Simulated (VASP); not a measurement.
# ZrS (I4/mmm) in VASP: a series of runs, part 2 of 2

VASP 6.6.1. The steps go on from the part before.

**4. Single point, PBEsol (strain +0.0500 x Voigt [0, 1, 0, 0, 0, 0])**

File INCAR:

```
  ALGO = Normal
  EDIFF = 1E-6
  ENCUT = 520
  GGA = PS
  ISIF = 2
  ISMEAR = 0
  LASPH = True
  LCHARG = True
  LELF = True
  LREAL = False
  LVHAR = True
  LWAVE = False
  NBANDS = 16
  NELM = 100
  PREC = Accurate
  SIGMA = 0.15
```

File KPOINTS:

```
k-points
0
Gamma
  16 16 16
```

File POSCAR:

```
ZrS
1.0
    0.0000000000      2.7562500000      2.6250000000
    2.6250000000      0.0000000000      2.6250000000
    2.6250000000      2.7562500000      0.0000000000
Zr S
1 1
Direct
    0.0000000000      0.0000000000      0.0000000000
    0.5000000000      0.5000000000      0.5000000000
```

Potentials or basis: VASP PAW PBE potentials, release 64 (Zr_sv, S).

Command:

```
cat potpaw_PBE.64/Zr_sv/POTCAR potpaw_PBE.64/S/POTCAR > POTCAR
mpirun -np 1 vasp_std > vasp.out
```

OUTCAR:

```text
EDIFF = 1E-6
   ENCUT = 520
   GGA = PS
   ISIF = 2
   ISMEAR = 0
   LASPH = True
   LREAL = False
   NELM = 100
   PREC = Accurate

 ion  position               nearest neighbor table
   1  0.000  0.000  0.000-   2 2.62   2 2.62   2 2.62   2 2.62   2 2.76   2 2.76
   2  0.500  0.500  0.500-   1 2.62   1 2.62   1 2.62   1 2.62   1 2.76   1 2.76

  LATTYP: Found a body centered tetragonal cell.
 ALAT       =     3.7123106012
 C/A-ratio  =     1.4849242405

  Lattice vectors:

 A1 = (   0.0000000000,  -2.7562500000,   2.6250000000)
 A2 = (   0.0000000000,  -2.7562500000,  -2.6250000000)
 A3 = (   2.6250000000,   2.7562500000,   0.0000000000)

Analysis of symmetry for initial positions (statically):
=====================================================================
 Subroutine PRICEL returns:
 Original cell was already a primitive cell.

 Routine SETGRP: Setting up the symmetry group for a
 body centered tetragonal supercell.

 Subroutine GETGRP returns: Found 16 space group operations
 (whereof 16 operations were pure point group operations)
 out of a pool of 16 trial point group operations.

The static configuration has the point symmetry D_4h.

Analysis of symmetry for dynamics (positions and initial velocities):
=====================================================================
 Subroutine PRICEL returns:
 Original cell was already a primitive cell.

 Routine SETGRP: Setting up the symmetry group for a
 body centered tetragonal supercell.

 Subroutine GETGRP returns: Found 16 space group operations
 (whereof 16 operations were pure point group operations)
 out of a pool of 16 trial point group operations.

The dynamic configuration has the point symmetry D_4h.

 Subroutine INISYM returns: Found 16 space group operations
 (whereof 16 operations are pure point group operations),
 and found     1 'primitive' translations

----------------------------------------------------------------------------------------

                                     Primitive cell

  volume of cell :      37.9846

  direct lattice vectors                    reciprocal lattice vectors
     0.000000000  2.756250000  2.625000000    -0.190476190  0.181405896  0.190476190
     2.625000000  0.000000000  2.625000000     0.190476190 -0.181405896  0.190476190
     2.625000000  2.756250000  0.000000000     0.190476190  0.181405896 -0.190476190

  length of vectors
     3.806250000  3.712310601  3.806250000     0.324762155  0.324762155  0.324762155

  position of ions in fractional coordinates (direct lattice)
     0.000000000  0.000000000  0.000000000
     0.500000000  0.500000000  0.500000000

  ion indices of the primitive-cell ions
   primitive index   ion index
                 1           1
                 2           2

----------------------------------------------------------------------------------------

 KPOINTS: k-points

Automatic generation of k-mesh.
 Grid dimensions read from file:
 generate k-points for:   16   16   16

 Generating k-lattice:

  Cartesian coordinates                     Fractional coordinates (reciprocal lattice)
    -0.011904762  0.011337868  0.011904762     0.062500000  0.000000000  0.000000000
     0.011904762 -0.011337868  0.011904762     0.000000000  0.062500000  0.000000000
     0.011904762  0.011337868 -0.011904762     0.000000000  0.000000000  0.062500000

  Length of vectors
     0.020297635  0.020297635  0.020297635

  Shift w.r.t. Gamma in fractional coordinates (k-lattice)
     0.000000000  0.000000000  0.000000000

 Subroutine IBZKPT returns following result:
 ===========================================

 Found    349 irreducible k-points:

 Following reciprocal coordinates:
            Coordinates               Weight
  0.000000  0.000000  0.000000      1.000000
  0.062500  0.000000 -0.000000      8.000000
  0.125000  0.000000 -0.000000      8.000000
  0.187500  0.000000 -0.000000      8.000000
  0.250000  0.000000 -0.000000      8.000000
  0.312500  0.000000  0.000000      8.000000
[... 16 lines left out ...]
 -0.125000  0.062500  0.000000     16.000000
 -0.062500  0.062500  0.000000      8.000000
 [... further k-points ...]
   k-points           NKPTS =    349   k-points in BZ     NKDIM =    349   number of bands    NBANDS=     16
   number of dos      NEDOS =    301   number of ions     NIONS =      2
   total plane-waves  NPLWV =  21952
   dimension x,y,z NGX =    28 NGY =   28 NGZ =   28
   dimension x,y,z NGXF=    56 NGYF=   56 NGZF=   56
   ions per type =               1   1
   NGX,Y,Z   is equivalent  to a cutoff of  12.23, 12.54, 12.23 a.u.
   NGXF,Y,Z  is equivalent  to a cutoff of  24.46, 25.08, 24.46 a.u.
 SYSTEM =  unknown system
   PREC   = accura    normal or accurate (medium, high low for compatibility)
   ISTART =      0    job   : 0-new  1-cont  2-samecut
   ICHARG =      2    charge: 1-file 2-atom 10-const
   ISPIN  =      1    spin polarized calculation?
   LNONCOLLINEAR =      F non collinear calculations
   LSORBIT =      F    spin-orbit coupling
   LASPH  =      T    aspherical Exc in radial PAW
   ENCUT  =  520.0 eV  38.22 Ry    6.18 a.u.   7.08  6.90  7.08*2*pi/ulx,y,z
   NELM   =    100;   NELMIN=  2; NELMDL= -5     # of ELM steps
   EDIFF  = 0.1E-05   stopping-criterion for ELM
   LREAL  =      F    real-space projection
[... 7 lines left out ...]
   TEBEG  =    0.0;   TEEND  =   0.0 temperature during run
   PSTRESS=    0.0 pullay stress
   NELECT =      18.0000    total number of electrons
   NUPDOWN=      -1.0000    fix difference up-down
   EMIN   =  10.00;   EMAX   =-10.00  energy-range for DOS
   EFERMI =   0.00;   METHOD = LEGACY
   ISMEAR =     0;   SIGMA  =   0.15  broadening in eV -4-tet -1-fermi 0-gaus
   EFERMI_NEDOS =   21; number of points for ismear=-14 and -15
   IALGO  =     38    algorithm
   IMIX   =      4    mixing-type and parameters
     AMIX     =   0.40;   BMIX     =  1.00
     AMIX_MAG =   1.60;   BMIX_MAG =  1.00
  volume/ion in A,a.u.               =      18.99       128.17
  Fermi-wavevector in a.u.,A,eV,Ry     =   1.276331  2.411916 22.164168  1.629020
  Thomas-Fermi vector in A             =   2.408993
   LORBIT       =      0    0 simple, 1 ext, 2 COOP (PROOUT), +10 PAW based schemes
   GGA     = PS    functional components
   LHFCALC =     F    Hartree Fock is set to
   AEXX    =    0.0000 exact exchange contribution
   IVDW    =     0    specifies the selected vdW correction
   LEPSILON=     F    determine dielectric tensor
   LRPA    =     F    only Hartree local field effects (RPA)
 non-spin polarized calculation
 Gauss-broadening in eV      SIGMA  =   0.15
  energy-cutoff  :      520.00
  volume of cell :       37.98
 maximum number of plane-waves:      1045
   NGX = 15   NGY = 13   NGZ = 15

 number of electron      18.0000002 magnetization

 Free energy of the ion-electron system (eV)
  ---------------------------------------------------
  ext. energy  EPLUGINS =         0.00000000
  ---------------------------------------------------
  free energy    TOTEN  =       -16.35658418 eV

  energy without entropy =      -16.34136106  energy(sigma->0) =      -16.34897262

 E-fermi :   9.9932     XC(G=0): -11.2242

 val. band max:        9.9896726929   @ k =   0.1250  -0.1875   0.0625
 cond. band min:      10.0044151530   @ k =  -0.2500   0.0000   0.1250
 fundamental gap:      0.0147424601
 Fermi energy:         9.9931779324

 k-point     1 :       0.0000    0.0000    0.0000
  band No.  band energies     occupation
      1     -39.9823      2.00000
      2     -17.9810      2.00000
      3     -17.9810      2.00000
      4     -17.9635      2.00000
      5      -5.5923      2.00000
      6       6.4637      2.00000
[... 8 lines left out ...]
     15      17.1343      0.00000
     16      21.7545      0.00000

 k-point     2 :       0.0625    0.0000   -0.0000
  band No.  band energies     occupation
      1     -39.9815      2.00000
      2     -17.9906      2.00000
      3     -17.9816      2.00000
      4     -17.9665      2.00000
      5      -5.5471      2.00000
      6       6.2030      2.00000
[... 8 lines left out ...]
     15      17.2879      0.00000
     16      21.4080      0.00000
[... 387 lines left out ...]
      5      -5.3319      2.00000
      6       5.0930      2.00000
[... 8 lines left out ...]
     15      17.9025      0.00000
     16      19.7976      0.00000

 k-point    24 :      -0.0625    0.0625    0.0000
  band No.  band energies     occupation
      1     -39.9803      2.00000
      2     -18.0006      2.00000
      3     -17.9883      2.00000
      4     -17.9701      2.00000
      5      -5.4796      2.00000
      6       5.7487      2.00000
[... 8 lines left out ...]
     15      17.5196      0.00000
     16      20.7359      0.00000

 [... further k-points ...]

------------------------ aborting loop because EDIFF is reached ----------------------------------------

  FORCE on cell =-STRESS in cart. coord.  units (eV):
  Direction    XX          YY          ZZ          XY          YZ          ZX
  --------------------------------------------------------------------------------------
  -------------------------------------------------------------------------------------
  Total       -1.9352907     -3.7365719     -1.9352907      0.0000000      0.0000000      0.0000000
  in kB      -81.6299596   -157.6074378    -81.6299596      0.0000000      0.0000000      0.0000000
  external PRESSURE =    -106.9557857 kB  Pullay stress =       0.0000000 kB

 VOLUME and BASIS-vectors are now :
 -----------------------------------------------------------------------------
  energy-cutoff  :      520.00
  volume of cell :       37.98
      direct lattice vectors                 reciprocal lattice vectors
     0.000000000  2.756250000  2.625000000    -0.190476190  0.181405896  0.190476190
     2.625000000  0.000000000  2.625000000     0.190476190 -0.181405896  0.190476190
     2.625000000  2.756250000  0.000000000     0.190476190  0.181405896 -0.190476190

 POSITION                                       TOTAL-FORCE (eV/Angst)
 -----------------------------------------------------------------------------------
      0.00000      0.00000      0.00000         0.000000      0.000000      0.000000
      2.62500      2.75625      2.62500         0.000000      0.000000      0.000000
 -----------------------------------------------------------------------------------
    total drift:                                0.000000      0.000000      0.000000

  FREE ENERGIE OF THE ION-ELECTRON SYSTEM (eV)
  ---------------------------------------------------
  free  energy   TOTEN  =       -16.3565841789 eV

  energy  without entropy=      -16.3413610609  energy(sigma->0) =      -16.34897262
```

OSZICAR:

```text
N       E                     dE             d eps       ncg     rms          rms(c)
DAV:   1     0.119740698365E+03    0.11974E+03   -0.94860E+03 11168   0.109E+03
DAV:   2    -0.119763864406E+02   -0.13172E+03   -0.12708E+03 14728   0.276E+02
DAV:   3    -0.172223967348E+02   -0.52460E+01   -0.52114E+01 17648   0.491E+01
DAV:   4    -0.173163850377E+02   -0.93988E-01   -0.93947E-01 14312   0.587E+00
DAV:   5    -0.173181027175E+02   -0.17177E-02   -0.17176E-02 16440   0.632E-01    0.139E+01
DAV:   6    -0.164016135581E+02    0.91649E+00   -0.20276E+00 13920   0.951E+00    0.617E+00
DAV:   7    -0.163638046075E+02    0.37809E-01   -0.18060E-01 15680   0.272E+00    0.255E+00
DAV:   8    -0.163572178649E+02    0.65867E-02   -0.28508E-02 13232   0.102E+00    0.398E-01
DAV:   9    -0.163565985903E+02    0.61927E-03   -0.33248E-03 14016   0.316E-01    0.167E-01
DAV:  10    -0.163565855877E+02    0.13003E-04   -0.47776E-04 14048   0.207E-01    0.574E-02
DAV:  11    -0.163565860195E+02   -0.43182E-06   -0.27041E-05 14088   0.477E-02    0.214E-02
DAV:  12    -0.163565839862E+02    0.20333E-05   -0.47168E-06 14224   0.134E-02    0.173E-03
DAV:  13    -0.163565841789E+02   -0.19269E-06   -0.47787E-07  7168   0.520E-03
   1 F= -.16356584E+02 E0= -.16348973E+02  d E =-.152231E-01
```

stdout:

```text
POSCAR found type information on POSCAR ZrS
 POSCAR found :  2 types and       2 ions
 scaLAPACK will be used
 -----------------------------------------------------------------------------
|                                                                             |
|                                                                             |
|     You enforced a specific xc type in the INCAR file but a different       |
|     I HOPE YOU KNOW WHAT YOU ARE DOING!                                     |
|                                                                             |
 -----------------------------------------------------------------------------

 LDA part: xc-table for (Slater+PW92), standard interpolation
 POSCAR, INCAR and KPOINTS ok, starting setup
 FFT: planning ... GRIDC
 FFT: planning ... GRID_SOFT
 FFT: planning ... GRID
 WAVECAR not read
 entering main loop
```

Wall time 75 s (1 thread of Intel Xeon 6975P-C (Granite Rapids), shared host); peak memory 0.32 GiB.

What came out:

```yaml
Free_energy: -16.3566 eV
Pressure: -10.7 GPa
Band_gap_on_the_k_mesh: zero (bands 9 and 10 overlap by 2.50 eV)
```

Stress tensor (GPa, compression positive):
```
 -8.16   0.00   0.00
  0.00 -15.76   0.00
  0.00   0.00  -8.16
```

Caveat: the cell differs from its parent crystal (strain +0.0500 x Voigt [0, 1, 0, 0, 0, 0]); the stress differs along the axes, from -16 to -8 GPa; the PAW data sets were made with another functional, which shifts forces and pressure a little.

**5. Summary**

```csv
cell,gap on the mesh (eV),pressure (GPa)
"a = 3.666, b = 3.712 Å, angles 59.6, 60.8, 59.6°, 2 atoms",none,-2.8
"a = 3.759, b = 3.712 Å, angles 60.4, 59.2, 60.4°, 2 atoms",none,-8.8
"a = 3.806, b = 3.712 Å, angles 60.8, 58.4, 60.8°, 2 atoms",none,-10.7
```

Alike in all rows: task single point; level PBEsol; potentials or basis VASP PAW PBE potentials, release 64 (Zr_sv, S); no spin polarisation; k mesh 16 × 16 × 16; cutoff (eV) 520; smearing gaussian 0.15 eV.

Caveats: the PAW data sets were made with another functional, which shifts forces and pressure a little; the stress differs along the axes, from -5 to 2 GPa (at least some runs); the cell stands under tension (at least some runs); the stress differs along the axes, from -16 to -8 GPa (at least some runs).

Absolute energies hang on the potentials; compare differences alone.
